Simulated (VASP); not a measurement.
# W in VASP: further runs

The runs below take W through single point, with PBE.

All numbers are computed with VASP 6.6.1; they aren't measurements. Logs are shortened: lines on timing, memory, paths and dates and some standing lists are left out, and cuts for length are marked.

### 1 The cell of the first run

It takes space group Fm-3m (No. 225, cubic). The conventional cell has a = 4.060 Å, b = 4.060 Å, c = 4.060 Å, α = 90.00°, β = 90.00°, γ = 90.00°. Within 3.8 Å of W (site symmetry m-3m) lie 12 W at 2.87 Å.

### 2 Single point, PBE

INCAR

```
SYSTEM = W
PREC     = Accurate       ! precision mode
ENCUT    = 500            ! plane-wave cutoff, eV
EDIFF    = 1E-6           ! SCF threshold, eV
ISMEAR   = -1             ! smearing method
SIGMA    = 0.15           ! smearing width, eV
LREAL    = .FALSE.        ! projectors in reciprocal space
LASPH    = .TRUE.         ! aspherical terms in the spheres
NELM     = 120            ! most SCF steps
ALGO     = Normal         ! electronic algorithm
ISIF     = 2              ! what is computed and relaxed
LWAVE    = .FALSE.        ! write WAVECAR
LCHARG   = .FALSE.        ! write CHGCAR
GGA      = PE             ! functional
NBANDS   = 13             ! bands
GGA_COMPAT= .FALSE.
```

KPOINTS

```
Automatic mesh
0
G
  15 15 15
  0 0 0
```

POSCAR

```
W
1.0
    0.0000000000      2.0300000000      2.0300000000
    2.0300000000      0.0000000000      2.0300000000
    2.0300000000      2.0300000000      0.0000000000
W
1
Direct
    0.0000000000      0.0000000000      0.0000000000
```

Potentials or basis: VASP PAW PBE potentials, release 64 (W_sv).

Command:

```bash
$ cat potpaw_PBE.64/W_sv/POTCAR > POTCAR
$ mpirun -np 1 vasp_std > vasp.out
```

OUTCAR:

```text
SYSTEM = W
   PREC = Accurate
   ENCUT = 500
   EDIFF = 1E-6
   ISMEAR = -1
   LREAL = .FALSE.
   LASPH = .TRUE.
   NELM = 120
   ISIF = 2
   GGA = PE

 ion  position               nearest neighbor table
   1  0.000  0.000  0.000-

  LATTYP: Found a face centered cubic cell.
 ALAT       =     4.0600000000

  Lattice vectors:

 A1 = (   0.0000000000,   2.0300000000,   2.0300000000)
 A2 = (   2.0300000000,   0.0000000000,   2.0300000000)
 A3 = (   2.0300000000,   2.0300000000,   0.0000000000)

Analysis of symmetry for initial positions (statically):
=====================================================================
 Subroutine PRICEL returns:
 Original cell was already a primitive cell.

 Routine SETGRP: Setting up the symmetry group for a
 face centered cubic supercell.

 Subroutine GETGRP returns: Found 48 space group operations
 (whereof 48 operations were pure point group operations)
 out of a pool of 48 trial point group operations.

The static configuration has the point symmetry O_h .

Analysis of symmetry for dynamics (positions and initial velocities):
=====================================================================
 Subroutine PRICEL returns:
 Original cell was already a primitive cell.

 Routine SETGRP: Setting up the symmetry group for a
 face centered cubic supercell.

 Subroutine GETGRP returns: Found 48 space group operations
 (whereof 48 operations were pure point group operations)
 out of a pool of 48 trial point group operations.

The dynamic configuration has the point symmetry O_h .

 Subroutine INISYM returns: Found 48 space group operations
 (whereof 48 operations are pure point group operations),
 and found     1 'primitive' translations

----------------------------------------------------------------------------------------

                                     Primitive cell

  volume of cell :      16.7309

  direct lattice vectors                    reciprocal lattice vectors
     0.000000000  2.030000000  2.030000000    -0.246305419  0.246305419  0.246305419
     2.030000000  0.000000000  2.030000000     0.246305419 -0.246305419  0.246305419
     2.030000000  2.030000000  0.000000000     0.246305419  0.246305419 -0.246305419

  length of vectors
[... 79 lines left out ...]
   NELM   =    120;   NELMIN=  2; NELMDL= -5     # of ELM steps
   EDIFF  = 0.1E-05   stopping-criterion for ELM
   LREAL  =      F    real-space projection
   EDIFFG = 0.1E-04   stopping-criterion for IOM
   NSW    =      0    number of steps for IOM
   IBRION =     -1    ionic relax: 0-MD 1-quasi-New 2-CG
   NFREE  =      0    steps in history (QN), initial steepest desc. (CG)
   ISIF   =      2    stress and relaxation
   ISYM   =      2    0-nonsym 1-usesym 2-fastsym
   POTIM  = 0.5000    time-step for ionic-motion
   TEBEG  =    0.0;   TEEND  =   0.0 temperature during run
   PSTRESS=    0.0 pullay stress
   NELECT =      14.0000    total number of electrons
   NUPDOWN=      -1.0000    fix difference up-down
   EMIN   =  10.00;   EMAX   =-10.00  energy-range for DOS
   EFERMI =   0.00;   METHOD = LEGACY
   ISMEAR =    -1;   SIGMA  =   0.15  broadening in eV -4-tet -1-fermi 0-gaus
   EFERMI_NEDOS =   21; number of points for ismear=-14 and -15
   IALGO  =     38    algorithm
   IMIX   =      4    mixing-type and parameters
     AMIX     =   0.40;   BMIX     =  1.00
     AMIX_MAG =   1.60;   BMIX_MAG =  1.00
  volume/ion in A,a.u.               =      16.73       112.91
  Fermi-wavevector in a.u.,A,eV,Ry     =   1.542688  2.915258 32.380324  2.379887
  Thomas-Fermi vector in A             =   2.648457
   LORBIT       =      0    0 simple, 1 ext, 2 COOP (PROOUT), +10 PAW based schemes
   GGA     = PE    functional components
   LHFCALC =     F    Hartree Fock is set to
   AEXX    =    0.0000 exact exchange contribution
   IVDW    =     0    specifies the selected vdW correction
   LEPSILON=     F    determine dielectric tensor
   LRPA    =     F    only Hartree local field effects (RPA)
 non-spin polarized calculation
  energy-cutoff  :      500.00
  volume of cell :       16.73
 maximum number of plane-waves:       440
 NGX is ok and might be reduce to    24
   NGX = 11   NGY = 11   NGZ = 11

 number of electron      14.0000002 magnetization

 Free energy of the ion-electron system (eV)
  ---------------------------------------------------
  ext. energy  EPLUGINS =         0.00000000
  ---------------------------------------------------
  free energy    TOTEN  =       -12.51480776 eV

  energy without entropy =      -12.42862295  energy(sigma->0) =      -12.47171536

 E-fermi :  10.2597     XC(G=0): -13.3276

 val. band max:       10.2266240017   @ k =   0.2000   0.1333   0.0667
 cond. band min:      10.2661092686   @ k =   0.2000   0.0667   0.0000
 fundamental gap:      0.0394852669
 Fermi energy:        10.2596749489

 k-point     1 :       0.0000    0.0000    0.0000
  band No.  band energies     occupation
      1     -63.4781      2.00000
      2     -27.1335      2.00000
      3     -27.1335      2.00000
      4     -27.1335      2.00000
      5       1.3348      2.00000
      6       9.6941      1.95497
      7       9.6941      1.95497
      8       9.6941      1.95497
      9      12.7351      0.00000
     10      12.7351      0.00000
     11      22.9858      0.00000
     12      28.1115      0.00000
     13      28.1115      0.00000
[... 354 lines left out ...]
  band No.  band energies     occupation
      1     -63.4438      2.00000
      2     -27.4457      2.00000
      3     -27.2326      2.00000
      4     -27.2237      2.00000
      5       2.9245      2.00000
      6       8.4167      1.99999
      7      10.4556      0.42631
      8      10.5956      0.19257
      9      11.3734      0.00119
     10      13.2376      0.00000
     11      25.8745      0.00000
     12      26.3258      0.00000
     13      29.1792      0.00000

 [... further k-points ...]
[... 5 lines left out ...]
  --------------------------------------------------------------------------------------
  -------------------------------------------------------------------------------------
  Total       -0.4140218     -0.4140218     -0.4140218      0.0000000     -0.0000000      0.0000000
  in kB      -39.6474928    -39.6474928    -39.6474928      0.0000000     -0.0000000      0.0000000
  external PRESSURE =     -39.6474928 kB  Pullay stress =       0.0000000 kB

 VOLUME and BASIS-vectors are now :
 -----------------------------------------------------------------------------
  energy-cutoff  :      500.00
  volume of cell :       16.73
      direct lattice vectors                 reciprocal lattice vectors
     0.000000000  2.030000000  2.030000000    -0.246305419  0.246305419  0.246305419
     2.030000000  0.000000000  2.030000000     0.246305419 -0.246305419  0.246305419
     2.030000000  2.030000000  0.000000000     0.246305419  0.246305419 -0.246305419

 POSITION                                       TOTAL-FORCE (eV/Angst)
 -----------------------------------------------------------------------------------
      0.00000      0.00000      0.00000         0.000000      0.000000      0.000000
 -----------------------------------------------------------------------------------
    total drift:                                0.000000      0.000000      0.000000

  FREE ENERGIE OF THE ION-ELECTRON SYSTEM (eV)
  ---------------------------------------------------
  free  energy   TOTEN  =       -12.5148077646 eV

  energy  without entropy=      -12.4286229539  energy(sigma->0) =      -12.47171536
```

OSZICAR:

```text
N       E                     dE             d eps       ncg     rms          rms(c)
DAV:   1     0.848638879020E+02    0.84864E+02   -0.72103E+03  3152   0.118E+03
DAV:   2    -0.114761816169E+02   -0.96340E+02   -0.92646E+02  3535   0.311E+02
DAV:   3    -0.131415647826E+02   -0.16654E+01   -0.16558E+01  3450   0.397E+01
DAV:   4    -0.131490150926E+02   -0.74503E-02   -0.74500E-02  3530   0.294E+00
DAV:   5    -0.131490830405E+02   -0.67948E-04   -0.67947E-04  3505   0.264E-01    0.183E+01
DAV:   6    -0.126425115874E+02    0.50657E+00   -0.44635E-01  3310   0.875E+00    0.698E+00
DAV:   7    -0.125190790284E+02    0.12343E+00   -0.20994E-01  3455   0.565E+00    0.595E-01
DAV:   8    -0.125148439451E+02    0.42351E-02   -0.39853E-03  3140   0.802E-01    0.706E-02
DAV:   9    -0.125148077276E+02    0.36217E-04   -0.99359E-05  3777   0.115E-01    0.404E-02
DAV:  10    -0.125148069968E+02    0.73080E-06   -0.10300E-05  3320   0.418E-02    0.729E-03
DAV:  11    -0.125148077646E+02   -0.76780E-06   -0.15834E-07  2035   0.483E-03
   1 F= -.12514808E+02 E0= -.12471715E+02  d E =-.861848E-01
```

It took 13 s on 1 thread of Intel Xeon 6975P-C, shared host; peak memory 0.15 GiB.

Results:

- Free energy: -12.5148 eV
- Pressure: -4.0 GPa
- Band gap on the k mesh: zero (band 7 reaches 12.96 eV, above the bottom of band 8 at 9.69 eV)

Caveat: spin-orbit coupling is left out, which moves the levels of the heavy elements.

### 3 Single point, PBE

This run uses another cell than the first one, of 15.10 Å³/atom, 0.902 times its volume.

INCAR

```
SYSTEM = W
PREC = Accurate
ENCUT = 500
EDIFF = 1E-6
ISMEAR = -1
SIGMA = 0.15
LREAL = .FALSE.
LASPH = .TRUE.
NELM = 120
ALGO = Normal
ISIF = 2
LWAVE = .FALSE.
LCHARG = .FALSE.
GGA = PE
NBANDS = 13
GGA_COMPAT = .FALSE.
```

KPOINTS is that of step 2.

POSCAR

```
W
1.0
    0.0000000000      1.9285000000      2.0300000000
    1.9285000000      0.0000000000      2.0300000000
    1.9285000000      1.9285000000      0.0000000000
W
1
Direct
    0.0000000000      0.0000000000      0.0000000000
```

Potentials or basis: VASP PAW PBE potentials, release 64 (W_sv).

Command:

```bash
$ cat potpaw_PBE.64/W_sv/POTCAR > POTCAR
$ mpirun -np 1 vasp_std > vasp.out
```

Run time: 24 s. Hardware: 1 thread of Intel Xeon 6975P-C, shared host; peak memory 0.17 GiB.

The run converged. Its results:

* Free energy: -12.4150 eV
* Pressure: 30.0 GPa
* Band gap on the k mesh: zero (band 7 reaches 15.36 eV, above the bottom of band 8 at 11.16 eV)

Stress tensor (GPa, compression positive):
```
26.55  0.00  0.00
 0.00 26.55  0.00
 0.00  0.00 36.87
```

Levels at points of the mesh, in eV from the Fermi level:
| k point | band 5 | band 6 | band 7 | band 8 | band 9 | band 10 |
| --- | --- | --- | --- | --- | --- | --- |
| (0.00, 0.00, 0.00) | -9.50 | -1.24 | -0.47 | -0.47 | 2.15 | 3.33 |

Caveat: spin-orbit coupling is left out, which moves the levels of the heavy elements.
